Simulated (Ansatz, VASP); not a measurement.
# SrTiO3 in VASP and in Ansatz

```
CELL_PARAMETERS angstrom
3.90685 0.00000 0.00000
0.00000 3.90685 0.00000
0.00000 0.00000 3.90685
ATOMIC_POSITIONS crystal
Sr 0.00000 0.00000 0.00000
Ti 0.50000 0.50000 0.50000
O 0.50000 0.00000 0.50000
O 0.50000 0.50000 0.00000
O 0.00000 0.50000 0.50000
```

Alike in both runs: task single point; functional r2SCAN; k mesh 6 × 6 × 6; no spin polarisation.

```csv
,VASP,Ansatz
version,VASP 6.6.1,Ansatz 0.2.0
potentials or method,"VASP PAW PBE potentials, release 64 (Sr_sv, Ti_sv, O)","plane waves, PAW"
plane-wave cutoff (eV),520,500
occupations,"gaussian, width 0.01 eV",fixed
valence electrons in the cell,40,40
```

VASP gave:

```
gap on the k mesh at the Fermi level (eV) : 2.27
pressure (GPa)                            : 0.9
```

Question: Estimate Ansatz's values.

Answer: gap on the k mesh at the Fermi level (eV): 2.26; pressure (GPa): 0.0.

VASP's potentials were made for PBE, not for r2SCAN.
